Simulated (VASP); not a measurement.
# SiNi (P2_13) in VASP: single point with r2SCAN

Aim: the single point of SiNi with r2SCAN.

Everything below comes from runs of VASP 6.6.1. Logs are shortened: lines on timing, memory, paths and dates and some standing lists are left out, and cuts for length are marked.

### Step 1. The cell of the first run

It takes space group P2_13 (No. 198, cubic). The conventional cell has a = 4.465 Å, b = 4.465 Å, c = 4.465 Å, α = 90.00°, β = 90.00°, γ = 90.00°. Si (site symmetry 3) has 7 Ni at 2.31 to 2.45 Å and 6 Si at 2.78 Å within 3.1 Å. Within 3.1 Å of Ni (site symmetry 3) lie 7 Si at 2.31 to 2.45 Å and 6 Ni at 2.75 Å.

### Step 2. Single point, r2SCAN (atoms displaced along a vibrational mode)

Input file POSCAR:

```
SiNi
1.0
    4.4648149096      0.0000000000      0.0000000000
    0.0000000000      4.4648149096      0.0000000000
    0.0000000000      0.0000000000      4.4648149096
Si Ni
4 4
Direct
    0.8333433860      0.8333433860      0.8333433860
    0.6666566140      0.1666566140      0.3333433860
    0.3333433860      0.6666566140      0.1666566140
    0.1666566140      0.3333433860      0.6666566140
    0.1493913976      0.1493913976      0.1493913976
    0.3506086024      0.8506086024      0.6493913976
    0.6493913976      0.3506086024      0.8506086024
    0.8506086024      0.6493913976      0.3506086024
```

Input file INCAR.step1:

```
PREC     = Accurate       # precision mode
ENCUT    = 520            # plane-wave cutoff, eV
ISMEAR   = 0              # smearing method
SIGMA    = 0.15           # smearing width, eV
LREAL    = False          # projectors in reciprocal space
LASPH    = True           # aspherical terms in the spheres
NELM     = 100            # most SCF steps
NBANDS   = 38             # bands
GGA      = PE             # functional
ALGO     = Normal         # electronic algorithm
EDIFF    = 1E-4           # SCF threshold, eV
LWAVE    = True           # write WAVECAR
LCHARG   = False          # write CHGCAR
```

Input file INCAR.step2:

```
PREC     = Accurate       # precision mode
ENCUT    = 520            # plane-wave cutoff, eV
EDIFF    = 1E-6           # SCF threshold, eV
ISMEAR   = 0              # smearing method
SIGMA    = 0.15           # smearing width, eV
LREAL    = False          # projectors in reciprocal space
LASPH    = True           # aspherical terms in the spheres
NELM     = 100            # most SCF steps
ALGO     = Normal         # electronic algorithm
ISIF     = 2              # what is computed and relaxed
LWAVE    = False          # write WAVECAR
LCHARG   = False          # write CHGCAR
METAGGA  = R2SCAN         # meta-GGA
LMIXTAU  = True         
NBANDS   = 38             # bands
ISTART   = 1
```

Input file KPOINTS:

```
Automatic mesh
0
Gamma
  10 10 10
```

Potentials or basis: VASP PAW PBE potentials, release 64 (Si, Ni).

On the command line:

```
$ cat potpaw_PBE.64/Si/POTCAR potpaw_PBE.64/Ni/POTCAR > POTCAR
$ cp INCAR.step1 INCAR
$ mpirun -np 1 vasp_std > vasp.out
$ cp INCAR.step2 INCAR
$ mpirun -np 1 vasp_std > vasp.out
```

OUTCAR:

```text
PREC = Accurate
   ENCUT = 520
   EDIFF = 1E-6
   ISMEAR = 0
   LREAL = False
   LASPH = True
   NELM = 100
   ISIF = 2
   METAGGA = R2SCAN
   ISTART = 1

 ion  position               nearest neighbor table
   1  0.833  0.833  0.833-   6 2.31   7 2.31   8 2.31   5 2.44   7 2.45   8 2.45   6 2.45   3 2.78
                             4 2.78   2 2.78   2 2.78   4 2.78   3 2.78
   2  0.667  0.167  0.333-   5 2.31   7 2.31   8 2.31   6 2.44   7 2.45   8 2.45   5 2.45   1 2.78
                             1 2.78   3 2.78   3 2.78   4 2.78   4 2.78
   3  0.333  0.667  0.167-   5 2.31   6 2.31   8 2.31   7 2.44   8 2.45   6 2.45   5 2.45   1 2.78
                             4 2.78   2 2.78   2 2.78   4 2.78   1 2.78
   4  0.167  0.333  0.667-   5 2.31   6 2.31   7 2.31   8 2.44   6 2.45   5 2.45   7 2.45   1 2.78
                             3 2.78   2 2.78   1 2.78   2 2.78   3 2.78
   5  0.149  0.149  0.149-   2 2.31   3 2.31   4 2.31   1 2.44   3 2.45   4 2.45   2 2.45   6 2.75
                             7 2.75   8 2.75   6 2.75   8 2.75   7 2.75
   6  0.351  0.851  0.649-   1 2.31   3 2.31   4 2.31   2 2.44   3 2.45   4 2.45   1 2.45   8 2.75
                             5 2.75   5 2.75   7 2.75   7 2.75   8 2.75
   7  0.649  0.351  0.851-   1 2.31   2 2.31   4 2.31   3 2.44   4 2.45   2 2.45   1 2.45   8 2.75
                             5 2.75   8 2.75   6 2.75   6 2.75   5 2.75
   8  0.851  0.649  0.351-   1 2.31   2 2.31   3 2.31   4 2.44   2 2.45   1 2.45   3 2.45   7 2.75
                             5 2.75   7 2.75   5 2.75   6 2.75   6 2.75

  LATTYP: Found a simple cubic cell.
 ALAT       =     4.4648149096

  Lattice vectors:

 A1 = (   4.4648149096,   0.0000000000,   0.0000000000)
 A2 = (   0.0000000000,   4.4648149096,   0.0000000000)
 A3 = (   0.0000000000,   0.0000000000,   4.4648149096)

Analysis of symmetry for initial positions (statically):
=====================================================================
 Subroutine PRICEL returns:
 Original cell was already a primitive cell.

 Routine SETGRP: Setting up the symmetry group for a
 simple cubic supercell.

 Subroutine GETGRP returns: Found 12 space group operations
 (whereof  3 operations were pure point group operations)
 out of a pool of 48 trial point group operations.

The static configuration has the point symmetry C_3 .
 The point group associated with its full space group is T   .

Analysis of symmetry for dynamics (positions and initial velocities):
=====================================================================
 Subroutine PRICEL returns:
 Original cell was already a primitive cell.

 Routine SETGRP: Setting up the symmetry group for a
 simple cubic supercell.

 Subroutine GETGRP returns: Found 12 space group operations
 (whereof  3 operations were pure point group operations)
 out of a pool of 48 trial point group operations.

The dynamic configuration has the point symmetry C_3 .
 The point group associated with its full space group is T   .

 Subroutine INISYM returns: Found 12 space group operations
 (whereof  3 operations are pure point group operations),
 and found     1 'primitive' translations

----------------------------------------------------------------------------------------

                                     Primitive cell

  volume of cell :      89.0042

  direct lattice vectors                    reciprocal lattice vectors
     4.464814910  0.000000000  0.000000000     0.223973450  0.000000000  0.000000000
     0.000000000  4.464814910  0.000000000     0.000000000  0.223973450  0.000000000
     0.000000000  0.000000000  4.464814910     0.000000000  0.000000000  0.223973450

  length of vectors
     4.464814910  4.464814910  4.464814910     0.223973450  0.223973450  0.223973450

  position of ions in fractional coordinates (direct lattice)
     0.833343386  0.833343386  0.833343386
     0.666656614  0.166656614  0.333343386
     0.333343386  0.666656614  0.166656614
     0.166656614  0.333343386  0.666656614
     0.149391398  0.149391398  0.149391398
     0.350608602  0.850608602  0.649391398
     0.649391398  0.350608602  0.850608602
     0.850608602  0.649391398  0.350608602

  ion indices of the primitive-cell ions
   primitive index   ion index
                 1           1
                 2           2
                 3           3
                 4           4
                 5           5
                 6           6
                 7           7
                 8           8

----------------------------------------------------------------------------------------

 KPOINTS: Automatic mesh

Automatic generation of k-mesh.
 Grid dimensions read from file:
 generate k-points for:   10   10   10

 Generating k-lattice:

  Cartesian coordinates                     Fractional coordinates (reciprocal lattice)
     0.022397345  0.000000000  0.000000000     0.100000000  0.000000000  0.000000000
     0.000000000  0.022397345  0.000000000     0.000000000  0.100000000  0.000000000
     0.000000000  0.000000000  0.022397345     0.000000000  0.000000000  0.100000000

  Length of vectors
     0.022397345  0.022397345  0.022397345

  Shift w.r.t. Gamma in fractional coordinates (k-lattice)
     0.000000000  0.000000000  0.000000000

 Subroutine IBZKPT returns following result:
 ===========================================

 Found     76 irreducible k-points:

 Following reciprocal coordinates:
            Coordinates               Weight
  0.000000  0.000000  0.000000      1.000000
  0.100000  0.000000  0.000000      6.000000
  0.200000  0.000000  0.000000      6.000000
  0.300000  0.000000  0.000000      6.000000
  0.400000  0.000000  0.000000      6.000000
  0.500000  0.000000  0.000000      3.000000
[... 16 lines left out ...]
  0.300000  0.300000  0.000000     12.000000
  0.400000  0.300000  0.000000     12.000000
 [... further k-points ...]
   k-points           NKPTS =     76   k-points in BZ     NKDIM =     76   number of bands    NBANDS=     38
   number of dos      NEDOS =    301   number of ions     NIONS =      8
   total plane-waves  NPLWV =  46656
   dimension x,y,z NGX =    36 NGY =   36 NGZ =   36
   dimension x,y,z NGXF=    72 NGYF=   72 NGZF=   72
   ions per type =               4   4
   NGX,Y,Z   is equivalent  to a cutoff of  13.40, 13.40, 13.40 a.u.
   NGXF,Y,Z  is equivalent  to a cutoff of  26.81, 26.81, 26.81 a.u.
 SYSTEM =  unknown system
   PREC   = accura    normal or accurate (medium, high low for compatibility)
   ISTART =      1    job   : 0-new  1-cont  2-samecut
   ICHARG =      0    charge: 1-file 2-atom 10-const
   ISPIN  =      1    spin polarized calculation?
   LNONCOLLINEAR =      F non collinear calculations
   LSORBIT =      F    spin-orbit coupling
   LASPH  =      T    aspherical Exc in radial PAW
   ENCUT  =  520.0 eV  38.22 Ry    6.18 a.u.   8.30  8.30  8.30*2*pi/ulx,y,z
   NELM   =    100;   NELMIN=  2; NELMDL=  0     # of ELM steps
   EDIFF  = 0.1E-05   stopping-criterion for ELM
   LREAL  =      F    real-space projection
   EDIFFG = 0.1E-04   stopping-criterion for IOM
   NSW    =      0    number of steps for IOM
   IBRION =     -1    ionic relax: 0-MD 1-quasi-New 2-CG
   NFREE  =      0    steps in history (QN), initial steepest desc. (CG)
   ISIF   =      2    stress and relaxation
   ISYM   =      2    0-nonsym 1-usesym 2-fastsym
   POTIM  = 0.5000    time-step for ionic-motion
   TEBEG  =    0.0;   TEEND  =   0.0 temperature during run
   PSTRESS=    0.0 pullay stress
   NELECT =      56.0000    total number of electrons
   NUPDOWN=      -1.0000    fix difference up-down
   EMIN   =  10.00;   EMAX   =-10.00  energy-range for DOS
   EFERMI =   0.00;   METHOD = LEGACY
   ISMEAR =     0;   SIGMA  =   0.15  broadening in eV -4-tet -1-fermi 0-gaus
   EFERMI_NEDOS =   21; number of points for ismear=-14 and -15
   IALGO  =     38    algorithm
   IMIX   =      4    mixing-type and parameters
     AMIX     =   0.40;   BMIX     =  1.00
     AMIX_MAG =   1.60;   BMIX_MAG =  1.00
  volume/ion in A,a.u.               =      11.13        75.08
  Fermi-wavevector in a.u.,A,eV,Ry     =   1.402816  2.650938 26.774806  1.967893
  Thomas-Fermi vector in A             =   2.525540
   LORBIT       =      0    0 simple, 1 ext, 2 COOP (PROOUT), +10 PAW based schemes
   METAGGA = R2SCAN    functional components
   LHFCALC =     F    Hartree Fock is set to
   AEXX    =    0.0000 exact exchange contribution
   IVDW    =     0    specifies the selected vdW correction
   LEPSILON=     F    determine dielectric tensor
   LRPA    =     F    only Hartree local field effects (RPA)
 non-spin polarized calculation
 Gauss-broadening in eV      SIGMA  =   0.15
  energy-cutoff  :      520.00
  volume of cell :       89.00
 maximum number of plane-waves:      2440
 NGX is ok and might be reduce to    36
   NGX = 17   NGY = 17   NGZ = 17

 number of electron      56.0000001 magnetization

 Free energy of the ion-electron system (eV)
  ---------------------------------------------------
  ext. energy  EPLUGINS =         0.00000000
  ---------------------------------------------------
  free energy    TOTEN  =       -85.61686457 eV

  energy without entropy =      -85.59029032  energy(sigma->0) =      -85.60357745

 E-fermi :  12.2934     XC(G=0): -13.7003

 val. band max:       12.2703575129   @ k =   0.3000   0.0000   0.0000
 cond. band min:      12.2965633844   @ k =   0.3000   0.2000   0.0000
 fundamental gap:      0.0262058714
 Fermi energy:        12.2934319975

 k-point     1 :       0.0000    0.0000    0.0000
  band No.  band energies     occupation
      1      -2.8838      2.00000
      2       2.9349      2.00000
      3       2.9349      2.00000
      4       2.9349      2.00000
      5       5.4257      2.00000
      6       5.4257      2.00000
[... 30 lines left out ...]
     37      16.9280      0.00000
     38      16.9280      0.00000

 k-point     2 :       0.1000    0.0000    0.0000
  band No.  band energies     occupation
      1      -2.8065      2.00000
      2       2.2912      2.00000
      3       2.9849      2.00000
      4       3.3915      2.00000
      5       5.0619      2.00000
      6       5.4754      2.00000
[... 30 lines left out ...]
     37      16.2648      0.00000
     38      17.2956      0.00000
[... 859 lines left out ...]
     37      18.4811      0.00000
     38      18.8660      0.00000

 k-point    24 :       0.4000    0.3000    0.0000
  band No.  band energies     occupation
      1      -1.0195      2.00000
      2       0.2894      2.00000
      3       1.9234      2.00000
      4       2.9984      2.00000
      5       5.4637      2.00000
      6       5.6459      2.00000
[... 30 lines left out ...]
     37      18.7115      0.00000
     38      19.3750      0.00000

 [... further k-points ...]
[... 5 lines left out ...]
  --------------------------------------------------------------------------------------
  -------------------------------------------------------------------------------------
  Total        1.0595580      1.0595580      1.0595580     -0.0000000      0.0000000      0.0000000
  in kB       19.0732601     19.0732601     19.0732601     -0.0000000      0.0000000      0.0000000
  external PRESSURE =      19.0732601 kB  Pullay stress =       0.0000000 kB

 VOLUME and BASIS-vectors are now :
 -----------------------------------------------------------------------------
  energy-cutoff  :      520.00
  volume of cell :       89.00
      direct lattice vectors                 reciprocal lattice vectors
     4.464814910  0.000000000  0.000000000     0.223973450  0.000000000  0.000000000
     0.000000000  4.464814910  0.000000000     0.000000000  0.223973450  0.000000000
     0.000000000  0.000000000  4.464814910     0.000000000  0.000000000  0.223973450

 POSITION                                       TOTAL-FORCE (eV/Angst)
 -----------------------------------------------------------------------------------
      3.72072      3.72072      3.72072         0.695726      0.695726      0.695726
      2.97650      0.74409      1.48832        -0.695726     -0.695726      0.695726
      1.48832      2.97650      0.74409         0.695726     -0.695726     -0.695726
      0.74409      1.48832      2.97650        -0.695726      0.695726     -0.695726
      0.66700      0.66700      0.66700         0.013388      0.013388      0.013388
      1.56540      3.79781      2.89941        -0.013388     -0.013388      0.013388
      2.89941      1.56540      3.79781         0.013388     -0.013388     -0.013388
      3.79781      2.89941      1.56540        -0.013388      0.013388     -0.013388
 -----------------------------------------------------------------------------------
    total drift:                                0.000000      0.000000     -0.000000

  FREE ENERGIE OF THE ION-ELECTRON SYSTEM (eV)
  ---------------------------------------------------
  free  energy   TOTEN  =       -85.6168645672 eV

  energy  without entropy=      -85.5902903249  energy(sigma->0) =      -85.60357745
```

Wall time 20 min (1 thread of Intel Xeon 8259CL, shared host); peak memory 0.34 GiB.

Results:

```yaml
Free_energy: -85.6169 eV
Pressure: 1.9 GPa
Largest_force: 1.205 eV/Å
Band_gap_on_the_k_mesh: zero (bands 28 and 29 overlap by 1.40 eV)
```

Forces in eV/Å, atoms in the order of the input:
```
Si   0.696  0.696  0.696
Si  -0.696 -0.696  0.696
Si   0.696 -0.696 -0.696
Si  -0.696  0.696 -0.696
Ni   0.013  0.013  0.013
Ni  -0.013 -0.013  0.013
Ni   0.013 -0.013 -0.013
Ni  -0.013  0.013 -0.013
```

Caveat: the cell differs from its parent crystal (atoms displaced along a vibrational mode); the PAW data sets were made with another functional, which shifts forces and pressure a little.

The gap in the log of VASP goes by the Fermi energy; the results here count the filled bands.